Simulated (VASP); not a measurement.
A run of VASP 6.6.1 is set up as follows.

File INCAR:

```
SYSTEM = LiH
PREC = Accurate
ENCUT = 520
EDIFF = 1E-6
ISMEAR = 0
SIGMA = 0.01
LREAL = .FALSE.
LASPH = .TRUE.
NELM = 100
ALGO = Normal
ISIF = 2
LWAVE = .FALSE.
LCHARG = .FALSE.
GGA = PE
NBANDS = 12
```

KPOINTS

```
regular mesh
0
G
  6 6 2
  0 0 0
```

File POSCAR:

```
LiH
1.0
    2.7815484420      0.0000000000      0.0000000000
   -1.3907742210      2.4088916127      0.0000000000
    0.0000000000      0.0000000000      4.8729606992
Li H
2 2
Direct
    0.0000000000      0.0000000000      0.0000000000
    0.0000000000      0.0000000000      0.5000000000
    0.3333333333      0.6666666667      0.2500000000
    0.6666666667      0.3333333333      0.7500000000
```

Potentials or basis: VASP PAW PBE potentials, release 64 (Li_sv, H).

Command:

```bash
$ cat potpaw_PBE.64/Li_sv/POTCAR potpaw_PBE.64/H/POTCAR > POTCAR
$ mpirun -np 1 vasp_std > vasp.out
```

Estimate the band gap on the k mesh.

4.36 eV, indirect (least direct gap 4.96 eV).

Caveat: the k points lie up to 0.64 Å⁻¹ apart. PBE gaps usually lie below the measured ones, often by a third to a half.
